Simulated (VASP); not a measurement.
Wanted: the native input for a VASP 6.6.1 run.

| Quantity | Value |
| --- | --- |
| Task | single point |
| Functional | LDA |
| Potentials or basis | VASP PAW LDA potentials, release 64 (Ge_d) |
| Cutoff | 520 eV |
| k mesh | 10 × 10 × 10 |
| Occupations | methfessel-paxton, width 0.025 eV |
| Spin | no spin polarisation |
| Dipole correction | no |
| Further INCAR settings | ALGO = Normal; EDIFF = 1e-06; NBANDS = 21 |

The structure of Ge lies in POSCAR:

```
Ge
1.0
    0.0000000000      2.8287700000      2.8287700000
    2.8287700000      0.0000000000      2.8287700000
    2.8287700000      2.8287700000      0.0000000000
Ge
2
Direct
    0.5000000000      0.5000000000      0.5000000000
    0.7500000000      0.7500000000      0.7500000000
```

One way to write it, as run:

INCAR

```
ALGO = Normal
EDIFF = 1E-6
ENCUT = 520
GGA = CA
ISIF = 2
ISMEAR = 1
LASPH = True
LCHARG = False
LREAL = False
LWAVE = False
NBANDS = 21
NELM = 80
PREC = Accurate
SIGMA = 0.025
```

KPOINTS

```
k-points
0
Gamma
  10 10 10
```

Potentials or basis: VASP PAW LDA potentials, release 64 (Ge_d).

Launch:

```console
$ cat potpaw_LDA.64/Ge_d/POTCAR > POTCAR
$ mpirun -np 1 vasp_std > vasp.out
```

It gave:

The pressure is -1.1 GPa and the band gap on the k mesh is zero (filled and empty bands touch).

It took 14 s on 1 thread of Intel(R) Xeon(R) 6975P-C (Granite Rapids), on a shared host, peak memory 0.16 GiB.
